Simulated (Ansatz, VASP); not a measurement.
One calculation of Rh3N, two programs

```
Rh N
1.0
     3.54413    0.00000    0.00000
     0.00000    3.54413    0.00000
     0.00000    0.00000    3.54413
Rh N
3 1
Direct
  0.00000 0.50000 0.50000
  0.50000 0.00000 0.50000
  0.50000 0.50000 0.00000
  0.00000 0.00000 0.00000
```

Alike in both runs: task single point; functional PBE; k mesh 6 × 6 × 6; occupations gaussian, width 0.1 eV; collinear spin.

|  | VASP | Ansatz |
| --- | --- | --- |
| version | VASP 6.6.1 | Ansatz 0.2.0 |
| potentials or method | VASP PAW PBE potentials, release 64 (Rh_pv, N), cutoff 520 eV | scalar-relativistic, plane waves, PAW |
| valence electrons in the cell | 50 | 56 |

|  | VASP | Ansatz | Ansatz less VASP |
| --- | --- | --- | --- |
| gap on the k mesh at the Fermi level (eV) | none | none | - |
| net moment per atom (μB) | 0.00 | 0.00 | 0.000 |

A gap of «none» marks a metal or a gap that the smearing closes. VASP's potentials hold 50 valence electrons a cell and Ansatz's 56, so a difference there can come from the potentials and not from the codes. Ansatz's warnings: seeded moment not kept.
